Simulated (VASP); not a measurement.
**CdS: single point with HSE06**

CdS:

```xyz
2
Lattice="0.0000 2.7308 2.7308 2.7308 0.0000 2.7308 2.7308 2.7308 0.0000" Properties=species:S:1:pos:R:3 pbc="T T T"
Cd    0.0000    0.0000    0.0000
S     2.7308    2.7308    2.7308
```

```json
{"Program": "VASP 6.6.1", "Task": "single point", "Functional": "HSE06", "Potentials or basis": "VASP PAW PBE potentials, release 64 (Cd, S)", "Cutoff": "520 eV", "k mesh": "4 × 4 × 4", "Occupations": "fermi-dirac, width 0.05 eV", "Spin": "no spin polarisation"}
```

The pressure is 0.4 GPa and the band gap on the k mesh is 1.22 eV (least direct gap 2.73 eV).

Levels at points of the mesh, in eV from the valence-band top:
```tsv
k point	band 6	band 7	band 8	band 9	band 10	band 11	band 12	band 13
(0.00, 0.00, 0.00)	-8.85	-0.75	-0.75	-0.75	1.98	10.36	10.36	10.36
(0.50, 0.00, 0.00)	-8.65	-5.28	0.00	0.00	4.45	7.01	7.01	8.44
(0.50, 0.50, 0.00)	-7.79	-4.61	-2.29	-2.29	1.22	6.92	11.35	12.87
```

Wall time 9.3 min on 1 thread of AMD EPYC 7R13 Processor (Zen 3) (shared host), peak memory 0.24 GiB.

Caveat: the k points lie up to 0.50 Å⁻¹ apart; the PAW data sets were made with another functional, which shifts forces and pressure a little. A k mesh can miss the band edges.
